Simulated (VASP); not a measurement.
# Ir (R-3m) in VASP: further runs

The runs below take Ir through single point, with r2SCAN.

All numbers are computed with VASP 6.6.1; they aren't measurements. Logs are shortened: lines on timing, memory, paths and dates and some standing lists are left out, and cuts for length are marked.

### Step 1. The cell of the first run

The structure is trigonal, space group R-3m (No. 166). The conventional cell has a = 2.158 Å, b = 2.158 Å, c = 10.570 Å, α = 90.00°, β = 90.00°, γ = 120.00°. Ir (site symmetry -3m) has 6 Ir at 2.16 Å within 2.9 Å.

### Step 2. Single point, r2SCAN

POSCAR reads:

```
Ir
1.0
    1.0170556449      2.5426391123      2.5426391123
    2.5426391123      1.0170556449      2.5426391123
    2.5426391123      2.5426391123      1.0170556449
Ir
1
Direct
    0.0000000000      0.0000000000      0.0000000000
```

INCAR.step1 reads:

```
PREC = Accurate ; ENCUT = 520
ISMEAR = 0 ; SIGMA = 0.15
LREAL = False ; LASPH = True
NELM = 100 ; NBANDS = 10
GGA = PE ; ALGO = Normal
EDIFF = 1E-4 ; LWAVE = True
LCHARG = False
```

INCAR.step2 reads:

```
PREC = Accurate ; ENCUT = 520
EDIFF = 1E-7 ; ISMEAR = 0
SIGMA = 0.15 ; LREAL = False
LASPH = True ; NELM = 100
ALGO = Normal ; ISIF = 2
LWAVE = False ; LCHARG = False
METAGGA = R2SCAN ; LMIXTAU = True
NBANDS = 10 ; ISTART = 1
```

KPOINTS reads:

```
Automatic mesh
0
Gamma
  30 30 30
```

Potentials or basis: VASP PAW PBE potentials, release 64 (Ir).

Run with:

```
$ cat potpaw_PBE.64/Ir/POTCAR > POTCAR
$ cp INCAR.step1 INCAR
$ mpirun -np 1 vasp_std > vasp.out
$ cp INCAR.step2 INCAR
$ mpirun -np 1 vasp_std > vasp.out
```

OUTCAR:

```text
PREC = Accurate
   ENCUT = 520
   EDIFF = 1E-7
   ISMEAR = 0
   LREAL = False
   LASPH = True
   NELM = 100
   ISIF = 2
   METAGGA = R2SCAN
   ISTART = 1

 ion  position               nearest neighbor table
   1  0.000  0.000  0.000-

  LATTYP: Found a trigonal (rhomboedric) cell.
 ALAT       =     3.7369010551
 COS(alpha) =     0.8333333333

  Lattice vectors:

 A1 = (   1.0170556449,   2.5426391123,   2.5426391123)
 A2 = (   2.5426391123,   1.0170556449,   2.5426391123)
 A3 = (   2.5426391123,   2.5426391123,   1.0170556449)

Analysis of symmetry for initial positions (statically):
=====================================================================
 Subroutine PRICEL returns:
 Original cell was already a primitive cell.

 Routine SETGRP: Setting up the symmetry group for a
 trigonal (rhombohedral) supercell.

 Subroutine GETGRP returns: Found 12 space group operations
 (whereof 12 operations were pure point group operations)
 out of a pool of 12 trial point group operations.

The static configuration has the point symmetry D_3d.

Analysis of symmetry for dynamics (positions and initial velocities):
=====================================================================
 Subroutine PRICEL returns:
 Original cell was already a primitive cell.

 Routine SETGRP: Setting up the symmetry group for a
 trigonal (rhombohedral) supercell.

 Subroutine GETGRP returns: Found 12 space group operations
 (whereof 12 operations were pure point group operations)
 out of a pool of 12 trial point group operations.

The dynamic configuration has the point symmetry D_3d.

 Subroutine INISYM returns: Found 12 space group operations
 (whereof 12 operations are pure point group operations),
 and found     1 'primitive' translations

----------------------------------------------------------------------------------------

                                     Primitive cell

  volume of cell :      14.2026

  direct lattice vectors                    reciprocal lattice vectors
     1.017055645  2.542639112  2.542639112    -0.382367367  0.273119548  0.273119548
     2.542639112  1.017055645  2.542639112     0.273119548 -0.382367367  0.273119548
     2.542639112  2.542639112  1.017055645     0.273119548  0.273119548 -0.382367367

  length of vectors
     3.736901055  3.736901055  3.736901055     0.543501038  0.543501038  0.543501038

  position of ions in fractional coordinates (direct lattice)
     0.000000000  0.000000000  0.000000000

  ion indices of the primitive-cell ions
   primitive index   ion index
                 1           1

----------------------------------------------------------------------------------------

 KPOINTS: Automatic mesh

Automatic generation of k-mesh.
 Grid dimensions read from file:
 generate k-points for:   30   30   30

 Generating k-lattice:

  Cartesian coordinates                     Fractional coordinates (reciprocal lattice)
    -0.012745579  0.009103985  0.009103985     0.033333333  0.000000000 -0.000000000
     0.009103985 -0.012745579  0.009103985     0.000000000  0.033333333 -0.000000000
     0.009103985  0.009103985 -0.012745579     0.000000000  0.000000000  0.033333333

  Length of vectors
     0.018116701  0.018116701  0.018116701

  Shift w.r.t. Gamma in fractional coordinates (k-lattice)
     0.000000000  0.000000000  0.000000000

 Subroutine IBZKPT returns following result:
 ===========================================

 Found   2496 irreducible k-points:

 Following reciprocal coordinates:
            Coordinates               Weight
  0.000000  0.000000  0.000000      1.000000
  0.033333  0.000000 -0.000000      6.000000
  0.066667  0.000000  0.000000      6.000000
  0.100000 -0.000000 -0.000000      6.000000
  0.133333 -0.000000 -0.000000      6.000000
  0.166667 -0.000000 -0.000000      6.000000
[... 16 lines left out ...]
  0.233333  0.033333  0.000000     12.000000
  0.266667  0.033333  0.000000     12.000000
 [... further k-points ...]
   k-points           NKPTS =   2496   k-points in BZ     NKDIM =   2496   number of bands    NBANDS=     10
   number of dos      NEDOS =    301   number of ions     NIONS =      1
   total plane-waves  NPLWV =  21952
   dimension x,y,z NGX =    28 NGY =   28 NGZ =   28
   dimension x,y,z NGXF=    56 NGYF=   56 NGZF=   56
   ions per type =               1
   NGX,Y,Z   is equivalent  to a cutoff of  12.46, 12.46, 12.46 a.u.
   NGXF,Y,Z  is equivalent  to a cutoff of  24.91, 24.91, 24.91 a.u.
 SYSTEM =  unknown system
   PREC   = accura    normal or accurate (medium, high low for compatibility)
   ISTART =      1    job   : 0-new  1-cont  2-samecut
   ICHARG =      0    charge: 1-file 2-atom 10-const
   ISPIN  =      1    spin polarized calculation?
   LNONCOLLINEAR =      F non collinear calculations
   LSORBIT =      F    spin-orbit coupling
   LASPH  =      T    aspherical Exc in radial PAW
   ENCUT  =  520.0 eV  38.22 Ry    6.18 a.u.   6.95  6.95  6.95*2*pi/ulx,y,z
   NELM   =    100;   NELMIN=  2; NELMDL=  0     # of ELM steps
   EDIFF  = 0.1E-06   stopping-criterion for ELM
   LREAL  =      F    real-space projection
   EDIFFG = 0.1E-05   stopping-criterion for IOM
   NSW    =      0    number of steps for IOM
   IBRION =     -1    ionic relax: 0-MD 1-quasi-New 2-CG
   NFREE  =      0    steps in history (QN), initial steepest desc. (CG)
   ISIF   =      2    stress and relaxation
   ISYM   =      2    0-nonsym 1-usesym 2-fastsym
   POTIM  = 0.5000    time-step for ionic-motion
   TEBEG  =    0.0;   TEEND  =   0.0 temperature during run
   PSTRESS=    0.0 pullay stress
   NELECT =       9.0000    total number of electrons
   NUPDOWN=      -1.0000    fix difference up-down
   EMIN   =  10.00;   EMAX   =-10.00  energy-range for DOS
   EFERMI =   0.00;   METHOD = LEGACY
   ISMEAR =     0;   SIGMA  =   0.15  broadening in eV -4-tet -1-fermi 0-gaus
   EFERMI_NEDOS =   21; number of points for ismear=-14 and -15
   IALGO  =     38    algorithm
   IMIX   =      4    mixing-type and parameters
     AMIX     =   0.40;   BMIX     =  1.00
     AMIX_MAG =   1.60;   BMIX_MAG =  1.00
  volume/ion in A,a.u.               =      14.20        95.84
  Fermi-wavevector in a.u.,A,eV,Ry     =   1.406154  2.657247 26.902397  1.977270
  Thomas-Fermi vector in A             =   2.528543
   LORBIT       =      0    0 simple, 1 ext, 2 COOP (PROOUT), +10 PAW based schemes
   METAGGA = R2SCAN    functional components
   LHFCALC =     F    Hartree Fock is set to
   AEXX    =    0.0000 exact exchange contribution
   IVDW    =     0    specifies the selected vdW correction
   LEPSILON=     F    determine dielectric tensor
   LRPA    =     F    only Hartree local field effects (RPA)
 non-spin polarized calculation
 Gauss-broadening in eV      SIGMA  =   0.15
  energy-cutoff  :      520.00
  volume of cell :       14.20
 maximum number of plane-waves:       394
   NGX = 13   NGY = 13   NGZ = 13

 number of electron       9.0000001 magnetization

 Free energy of the ion-electron system (eV)
  ---------------------------------------------------
  ext. energy  EPLUGINS =         0.00000000
  ---------------------------------------------------
  free energy    TOTEN  =       -45.91855848 eV

  energy without entropy =      -45.90854138  energy(sigma->0) =      -45.91354993

 E-fermi :   9.8441     XC(G=0): -14.3899

 val. band max:        9.8440726688   @ k =  -0.4000   0.1667   0.0000
 cond. band min:       9.8441414040   @ k =   0.4667   0.0333   0.0000
 fundamental gap:      0.0000687351
 Fermi energy:         9.8441222855

 k-point     1 :       0.0000    0.0000    0.0000
  band No.  band energies     occupation
      1      -3.0031      2.00000
      2       2.0300      2.00000
      3       3.9727      2.00000
      4       3.9727      2.00000
      5      12.6564      0.00000
      6      12.6564      0.00000
      7      14.3397      0.00000
      8      25.2688      0.00000
      9      28.2485      0.00000
     10      39.6050      0.00000

 k-point     2 :       0.0333    0.0000   -0.0000
  band No.  band energies     occupation
      1      -2.8801      2.00000
      2       2.0742      2.00000
      3       3.8810      2.00000
      4       4.0688      2.00000
      5      11.9428      0.00000
      6      12.6213      0.00000
      7      15.0409      0.00000
      8      25.2936      0.00000
      9      28.4836      0.00000
     10      39.6733      0.00000

 k-point     3 :       0.0667    0.0000    0.0000
  band No.  band energies     occupation
      1      -2.5237      2.00000
      2       2.2058      2.00000
      3       3.6292      2.00000
      4       4.3556      2.00000
      5      10.7591      0.00000
      6      12.5184      0.00000
      7      16.1834      0.00000
      8      25.3713      0.00000
      9      29.1710      0.00000
     10      39.8376      0.00000

 k-point     4 :       0.1000   -0.0000   -0.0000
  band No.  band energies     occupation
      1      -1.9782      2.00000
      2       2.4215      2.00000
      3       3.2907      2.00000
      4       4.8288      2.00000
      5       9.5293      1.99701
      6      12.3547      0.00000
      7      17.3322      0.00000
      8      25.5116      0.00000
      9      30.2608      0.00000
     10      38.8558      0.00000

 k-point     5 :       0.1333   -0.0000   -0.0000
  band No.  band energies     occupation
      1      -1.3488      2.00000
      2       2.7009      2.00000
      3       3.0190      2.00000
      4       5.4810      2.00000
      5       8.3220      2.00000
      6      12.1408      0.00000
      7      18.4013      0.00000
      8      25.7271      0.00000
      9      31.6766      0.00000
     10      37.3103      0.00000

 k-point     6 :       0.1667   -0.0000   -0.0000
  band No.  band energies     occupation
      1      -0.8573      2.00000
      2       2.9162      2.00000
      3       3.1829      2.00000
      4       6.3016      2.00000
      5       7.1669      2.00000
      6      11.8898      0.00000
      7      19.3422      0.00000
      8      26.0279      0.00000
      9      33.2822      0.00000
     10      35.8958      0.00000
[... 183 lines left out ...]
 k-point    21 :       0.1667    0.0333    0.0000
  band No.  band energies     occupation
      1      -0.9597      2.00000
      2       2.7669      2.00000
      3       2.9971      2.00000
      4       6.0161      2.00000
      5       7.6545      2.00000
      6      11.9629      0.00000
      7      18.8193      0.00000
      8      26.0540      0.00000
      9      32.6006      0.00000
     10      36.5159      0.00000

 k-point    22 :       0.2000    0.0333   -0.0000
  band No.  band energies     occupation
      1      -0.6256      2.00000
      2       2.9789      2.00000
      3       3.4026      2.00000
      4       6.5720      2.00000
      5       6.9549      2.00000
      6      11.6848      0.00000
      7      19.6130      0.00000
      8      26.4618      0.00000
      9      34.0574      0.00000
     10      35.3419      0.00000

 k-point    23 :       0.2333    0.0333    0.0000
  band No.  band energies     occupation
      1      -0.7414      2.00000
      2       3.6819      2.00000
      3       3.9544      2.00000
      4       5.6060      2.00000
      5       8.0459      2.00000
      6      11.3896      0.00000
      7      20.2482      0.00000
      8      26.9319      0.00000
      9      33.4880      0.00000
     10      35.8115      0.00000

 k-point    24 :       0.2667    0.0333    0.0000
  band No.  band energies     occupation
      1      -1.1381      2.00000
      2       3.9643      2.00000
      3       5.0290      2.00000
      4       5.1218      2.00000
      5       9.2683      2.00000
      6      11.0917      0.00000
      7      20.7283      0.00000
      8      27.4005      0.00000
      9      32.1079      0.00000
     10      35.5716      0.00000

 [... further k-points ...]

------------------------ aborting loop because EDIFF is reached ----------------------------------------

  FORCE on cell =-STRESS in cart. coord.  units (eV):
  Direction    XX          YY          ZZ          XY          YZ          ZX
  --------------------------------------------------------------------------------------
  -------------------------------------------------------------------------------------
  Total       23.0269436     23.0269436     23.0269436    -11.1410130    -11.1410130    -11.1410130
  in kB     2597.6400246   2597.6400246   2597.6400246  -1256.8034072  -1256.8034072  -1256.8034072
  external PRESSURE =    2597.6400246 kB  Pullay stress =       0.0000000 kB

 VOLUME and BASIS-vectors are now :
 -----------------------------------------------------------------------------
  energy-cutoff  :      520.00
  volume of cell :       14.20
      direct lattice vectors                 reciprocal lattice vectors
     1.017055645  2.542639112  2.542639112    -0.382367367  0.273119548  0.273119548
     2.542639112  1.017055645  2.542639112     0.273119548 -0.382367367  0.273119548
     2.542639112  2.542639112  1.017055645     0.273119548  0.273119548 -0.382367367

 POSITION                                       TOTAL-FORCE (eV/Angst)
 -----------------------------------------------------------------------------------
      0.00000      0.00000      0.00000         0.000000     -0.000000      0.000000
 -----------------------------------------------------------------------------------
    total drift:                                0.000000      0.000000      0.000000

  FREE ENERGIE OF THE ION-ELECTRON SYSTEM (eV)
  ---------------------------------------------------
  free  energy   TOTEN  =       -45.9185584780 eV

  energy  without entropy=      -45.9085413816  energy(sigma->0) =      -45.91354993
```

Wall time 30 min (1 thread of AMD EPYC 9R45 (Zen 5), shared host); peak memory 0.47 GiB.

Results:

```
Free energy            : -45.9186 eV
Pressure               : 259.8 GPa
Band gap on the k mesh : zero (an odd number of electrons rules out a gap without spin polarisation)
```

Stress tensor (GPa, compression positive):
```
 259.76 -125.68 -125.68
-125.68  259.76 -125.68
-125.68 -125.68  259.76
```

Caveat: the cell stands under pressure; the PAW data sets were made with another functional, which shifts forces and pressure a little; spin-orbit coupling is left out, which moves the levels of the heavy elements.

### Step 3. Single point, r2SCAN

This run uses another cell than the first one, of the same volume but with other edges.

POSCAR reads:

```
Ir
1.0
   -0.4165494782      1.7380167885      1.7380167885
    1.7380167885     -0.4165494782      1.7380167885
    1.7380167885      1.7380167885     -0.4165494782
Ir
1
Direct
    0.0000000000      0.0000000000      0.0000000000
```

INCAR.step1 reads:

```
SYSTEM = Ir
PREC = Accurate
ENCUT = 520
ISMEAR = 0
SIGMA = 0.15
LREAL = .FALSE.
LASPH = .TRUE.
NELM = 80
NBANDS = 10
GGA = PE
ALGO = Normal
EDIFF = 1E-4
LWAVE = .TRUE.
LCHARG = .FALSE.
```

INCAR.step2 reads:

```
SYSTEM = Ir
PREC = Accurate
ENCUT = 520
EDIFF = 1E-6
ISMEAR = 0
SIGMA = 0.15
LREAL = .FALSE.
LASPH = .TRUE.
NELM = 80
ALGO = Normal
ISIF = 2
LWAVE = .FALSE.
LCHARG = .FALSE.
METAGGA = R2SCAN
LMIXTAU = .TRUE.
NBANDS = 10
ISTART = 1
```

KPOINTS reads:

```
Automatic mesh
0
G
  30 30 30
  0 0 0
```

Potentials or basis: VASP PAW PBE potentials, release 64 (Ir).

Run with:

```
$ cat potpaw_PBE.64/Ir/POTCAR > POTCAR
$ cp INCAR.step1 INCAR
$ mpirun -np 1 vasp_std > vasp.out
$ cp INCAR.step2 INCAR
$ mpirun -np 1 vasp_std > vasp.out
```

It took 11 min on 1 thread of AMD EPYC 9R45 (Zen 5), shared host; peak memory 0.43 GiB.

The run converged. Its results:

* Free energy: -51.0353 eV
* Pressure: 46.4 GPa
* Band gap on the k mesh: zero (an odd number of electrons rules out a gap without spin polarisation)

Stress tensor (GPa, compression positive):
```
46.42 15.96 15.96
15.96 46.42 15.96
15.96 15.96 46.42
```

Levels at points of the mesh, in eV from the Fermi level:
```
           k point  band 1  band 2  band 3  band 4  band 5  band 6  band 7  band 8
(0.00, 0.00, 0.00)  -11.19   -6.51   -6.51    0.15    0.37    0.37   15.34   18.82
(0.50, 0.00, 0.00)   -8.16   -6.27   -1.23   -1.03    0.01    0.06    7.77   17.56
(0.50, 0.50, 0.00)   -8.14   -7.17   -0.16    0.13    2.80    3.60    8.50   12.67
(0.50, 0.50, 0.50)   -8.00   -5.43   -5.43    3.33    3.33    4.43   12.28   14.45
```

Caveat: the cell stands under pressure; the PAW data sets were made with another functional, which shifts forces and pressure a little; spin-orbit coupling is left out, which moves the levels of the heavy elements.

[end of part 1 of 2]
